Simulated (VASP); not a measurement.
A run of VASP 6.6.1 is set up as follows.

Contents of INCAR:

```
ALGO = Normal
EDIFF = 1E-6
ENCUT = 520
GGA = PS
ISIF = 2
ISMEAR = 0
LASPH = True
LCHARG = False
LREAL = False
LWAVE = False
NBANDS = 32
NELM = 80
PREC = Accurate
SIGMA = 0.02
```

The input KPOINTS:

```
k-points
0
Gamma
  4 8 4
```

The input POSCAR:

```
LiHS
1.0
    6.6845981001      0.0000000000      0.0000000000
    0.0000000000      3.1579429518      0.0000000000
    0.0000000000      0.0000000000      6.7012354254
Li H S
4 4 4
Direct
    0.0014926147      0.2500000000      0.2471691099
    0.4985073853      0.7500000000      0.7471691099
    0.5014926147      0.2500000000      0.2528308901
    0.9985073853      0.7500000000      0.7528308901
    0.2446034302      0.2500000000      0.5061251256
    0.2553965698      0.7500000000      0.0061251256
    0.7446034302      0.2500000000      0.9938748744
    0.7553965698      0.7500000000      0.4938748744
    0.7505933317      0.2500000000      0.5596526971
    0.7494066683      0.7500000000      0.0596526971
    0.2505933317      0.2500000000      0.9403473029
    0.2494066683      0.7500000000      0.4403473029
```

Potentials or basis: VASP PAW PBE potentials, release 64 (Li_sv, H, S).

The run is started by

```sh
$ cat potpaw_PBE.64/Li_sv/POTCAR potpaw_PBE.64/H/POTCAR potpaw_PBE.64/S/POTCAR > POTCAR
$ mpirun -np 1 vasp_std > vasp.out
```

(1) What does it give for the band gap on the k mesh?

(2) Predict the largest force.

Answers

(1) 1.52 eV.

(2) 0.007 eV/Å.

Caveat: the PAW data sets were made with another functional, which shifts forces and pressure a little.
